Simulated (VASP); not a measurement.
Set up this calculation in VASP 6.6.1, as the native input.

| Item | Value |
| --- | --- |
| Task | electric field gradients |
| Functional | PBE |
| Potentials or basis | VASP PAW PBE potentials, release 64 (Os) |
| Cutoff | 520 eV |
| k mesh | 14 × 14 × 14 |
| Occupations | fermi-dirac, width 0.05 eV |
| Spin | no spin polarisation |
| Dipole correction | no |
| Further INCAR settings | ALGO = Normal; EDIFF = 1e-08; NBANDS = 10 |

The structure of Os lies in POSCAR:

```
Os
1.0
    0.0000000000      1.9319459154      1.9319459154
    1.9319459154      0.0000000000      1.9319459154
    1.9319459154      1.9319459154      0.0000000000
Os
1
Direct
    0.0000000000      0.0000000000      0.0000000000
```

This cell differs from its parent crystal: volume scaled by 0.98.

The input as run:

INCAR

```
PREC = Accurate ; ENCUT = 520
EDIFF = 1E-8 ; ISMEAR = -1
SIGMA = 0.05 ; LREAL = F
LASPH = T ; NELM = 80
ALGO = Normal ; ISIF = 2
LWAVE = F ; LCHARG = F
GGA = PE ; LEFG = T
NBANDS = 10
```

KPOINTS

```
regular mesh
0
Gamma
  14 14 14
```

Potentials or basis: VASP PAW PBE potentials, release 64 (Os).

The run is started by

```sh
$ cat potpaw_PBE.64/Os/POTCAR > POTCAR
$ mpirun -np 1 vasp_std > vasp.out
```

Results of the run:

- Pressure: -2.3 GPa
- Band gap on the k mesh: zero (band 4 reaches 11.19 eV, above the bottom of band 5 at 7.61 eV)

Caveat: without QUAD_EFG the Cq values of the log hold for a quadrupole moment of 1 mb, not for the nuclei; spin-orbit coupling is left out, which moves the levels of the heavy elements.

Wall time 6.4 s on 1 thread of Intel(R) Xeon(R) 6975P-C (Granite Rapids), with other jobs on the host, peak memory 0.13 GiB.
